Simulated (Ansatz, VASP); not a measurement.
## TaN in VASP and in Ansatz

INCAR

```
PREC = Accurate ; ENCUT = 520
EDIFF = 1E-6 ; ISMEAR = 0
SIGMA = 0.15 ; LREAL = F
LASPH = T ; NELM = 100
ALGO = Normal ; ISIF = 2
LWAVE = F ; LCHARG = F
GGA = PS ; NBANDS = 24
```

KPOINTS

```
Automatic mesh
0
Gamma
  20 20 12
```

Contents of POSCAR:

```
TaN
1.0
    0.0000000000      0.0000000000      2.8707276426
    2.9239890448      0.0000000000      0.0000000000
    0.0000000000      5.0644975863      0.0000000000
Ta N
2 2
Direct
    0.4303312522      0.0000000000      0.3333333333
    0.5696687478      0.5000000000      0.8333333333
   -0.0254755678      0.5000000000      0.5000000000
    0.0254755678      0.0000000000      0.0000000000
```

Input for Ansatz:

```yaml
crystal:
  lattice:
    - [0.0, 0.0, 2.8707276426]
    - [2.9239890448, 0.0, 0.0]
    - [0.0, 5.0644975863, 0.0]
  atoms:
    - { symbol: Ta, position: [0.4303312522, 0.0, 0.3333333333] }
    - { symbol: Ta, position: [0.5696687478, 0.5, 0.8333333333] }
    - { symbol: "N", position: [-0.0254755678, 0.5, 0.5] }
    - { symbol: "N", position: [0.0254755678, 0.0, 0.0] }
basis:
  ecutwfc: 420
kpoints:
  mp_grid: { grid: [20, 20, 12] }
hamiltonian:
  xc: pbesol
scf:
  occupations: { method: gaussian, width: 0.15 }
output:
  forces: true
  stress: true
  eigenvalues: true
```

Change from the starting cell: mode 5 (180.6 1/cm) frozen in, largest displacement -0.200 Å.

Alike in both runs: task single point; functional PBEsol; k mesh 20 × 20 × 12; occupations gaussian, width 0.15 eV; no spin polarisation.

```csv
,VASP,Ansatz
version,VASP 6.6.1,Ansatz 0.2.0
potentials or method,"VASP PAW PBE potentials, release 64 (Ta_pv, N), cutoff 520 eV","scalar-relativistic, plane waves, PAW"
valence electrons in the cell,32,36
```

|  | VASP | Ansatz | Ansatz less VASP |
| --- | --- | --- | --- |
| gap on the k mesh at the Fermi level (eV) | none | none | - |
| pressure (GPa) | 9.5 | 8.6 | -0.93 |
| traceless stress, the component that is largest in VASP (GPa) | 6.45 | 6.45 | -0.005 |
| rms of the force components (eV/Å) | 1.713 | 1.703 | -0.0102 |

VASP's potentials were made for PBE, not for PBEsol. Atom by atom the forces differ by 0.011 eV/Å (rms over components). A gap of «none» marks a metal or a gap that the smearing closes. With one functional, cell and mesh, what is left measures potentials, basis and numerics. VASP's potentials hold 32 valence electrons a cell and Ansatz's 36, so a difference there can come from the potentials and not from the codes.

Neither program's run includes spin-orbit coupling.
